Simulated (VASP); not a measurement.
**ZnGeP2: single point with PBE**

ZnGeP2:

```
Zn Ge P
1.0
    -2.69611    2.69611    5.31193
     2.69611   -2.69611    5.31193
     2.69611    2.69611   -5.31193
Zn Ge P
2 2 4
Cartesian
  0.0000 2.6961 2.6560
  0.0000 0.0000 0.0000
  2.6961 0.0000 2.6560
  0.0000 0.0000 5.3119
  1.3481 -1.3299 3.9839
  1.3299 1.3481 6.6399
  1.3662 1.3481 1.3280
  1.3481 4.0260 -1.3280
```

This cell differs from its parent crystal: strain -1.0%.

| Item | Value |
| --- | --- |
| Program | VASP 6.6.1 |
| Task | single point |
| Functional | PBE |
| Potentials or basis | VASP PAW PBE potentials, release 64 (Zn, Ge_d, P) |
| Cutoff | 500 eV |
| k mesh | 6 × 6 × 6 |
| Occupations | fermi-dirac, width 0.02 eV |
| Spin | no spin polarisation |
| Dipole correction | no |
| Further INCAR settings | ALGO = Normal; EDIFF = 1e-06; NBANDS = 46 |

| Quantity | Value |
| --- | --- |
| Pressure | 5.2 GPa |
| Largest force | 0.065 eV/Å |
| Band gap on the k mesh | 1.23 eV (least direct gap 1.33 eV) |

Forces on the atoms (eV/Å):
```
Zn   0.000  0.000  0.000
Zn   0.000  0.000  0.000
Ge   0.000  0.000  0.000
Ge   0.000  0.000  0.000
P    0.000 -0.065  0.000
P    0.065  0.000  0.000
P   -0.065  0.000  0.000
P    0.000  0.065  0.000
```

Levels at points of the mesh, in eV from the valence-band top:
```
           k point  band 34  band 35  band 36  band 37  band 38  band 39
(0.00, 0.00, 0.00)    -0.08    -0.08     0.00     1.33     1.60     1.63
(0.50, 0.00, 0.00)    -1.96    -1.71    -1.02     2.49     2.57     2.82
(0.50, 0.50, 0.00)    -1.25    -0.79    -0.79     1.32     1.32     3.07
(0.50, 0.50, 0.50)    -2.00    -1.43    -1.43     1.23     1.23     1.43
```

It took 2.8 min on 1 thread of Intel(R) Xeon(R) Platinum 8488C (Sapphire Rapids) (shared host), peak memory 0.42 GiB.

Caveat: the cell differs from its parent crystal (strain -1.0%); the cell stands under pressure. A k mesh can miss the band edges.
